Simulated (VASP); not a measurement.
## GaN (rocksalt type): single point with PBE

GaN (rocksalt type):

```
CELL_PARAMETERS angstrom
0.00000 2.04529 2.04529
2.04529 0.00000 2.04529
2.04529 2.04529 0.00000
ATOMIC_POSITIONS crystal
Ga 0.00000 0.00000 0.00000
N 0.50000 0.50000 0.50000
```

This cell differs from its parent crystal: volume scaled by 0.88.

```yaml
Program: VASP 6.6.1
Task: single point
Functional: PBE
Potentials_or_basis: VASP PAW PBE potentials, release 64 (Ga_d, N)
Cutoff: 520 eV
k_mesh: 15 × 15 × 15
Occupations: fermi-dirac, width 0.1 eV
Spin: no spin polarisation
```

| Item | Value |
| --- | --- |
| Pressure | 36.9 GPa |
| Band gap on the k mesh | 1.33 eV, indirect (least direct gap 4.06 eV) |

Levels at points of the mesh, in eV from the valence-band top:
```
           k point  band 6  band 7  band 8  band 9  band 10  band 11  band 12  band 13
(0.00, 0.00, 0.00)  -13.84   -0.62   -0.62   -0.62     3.43    15.32    15.32    15.32
```

It took 18 s on 1 thread of Intel Xeon 6975P-C (shared host), peak memory 0.16 GiB.

 A k mesh can miss the band edges.
